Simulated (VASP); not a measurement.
Write the native input for VASP 6.6.1 that does the following.

- Task: electric field gradients
- Functional: PBE
- Potentials or basis: VASP PAW PBE potentials, release 64 (Re)
- Cutoff: 520 eV
- k mesh: 14 × 14 × 14
- Occupations: fermi-dirac, width 0.03 eV
- Spin: no spin polarisation
- Dipole correction: no
- Further INCAR settings: ALGO = Normal; EDIFF = 1e-08; NBANDS = 10

The structure of Re lies in POSCAR:

```
Re
1.0
    0.0000000000      1.9945557272      1.9945557272
    1.9945557272      0.0000000000      1.9945557272
    1.9945557272      1.9945557272      0.0000000000
Re
1
Direct
    0.0000000000      0.0000000000      0.0000000000
```

This isn't the form of Re at room conditions, which is hcp.

One way to write it, as run:

INCAR

```
SYSTEM = Re
ALGO = Normal
EDIFF = 1E-8
ENCUT = 520
GGA = PE
GGA_COMPAT = .FALSE.
ISIF = 2
ISMEAR = -1
LASPH = .TRUE.
LCHARG = .FALSE.
LEFG = .TRUE.
LREAL = .FALSE.
LWAVE = .FALSE.
NBANDS = 10
NELM = 120
PREC = Accurate
SIGMA = 0.03
```

KPOINTS

```
k-points
0
G
  14 14 14
  0 0 0
```

Potentials or basis: VASP PAW PBE potentials, release 64 (Re).

The run is started by

```bash
$ cat potpaw_PBE.64/Re/POTCAR > POTCAR
$ mpirun -np 1 vasp_std > vasp.out
```

Results of the run:

```json
{
  "Pressure": "-18.8 GPa",
  "Band gap on the k mesh": "zero (an odd number of electrons rules out a gap without spin polarisation)",
  "Largest electric field gradient by atom": "zero within the noise of the run"
}
```

Caveat: the cell stands under tension; spin-orbit coupling is left out, which moves the levels of the heavy elements.

It took 7.2 s on 1 thread of Intel(R) Xeon(R) 6975P-C (Granite Rapids) (shared host), peak memory 0.15 GiB.
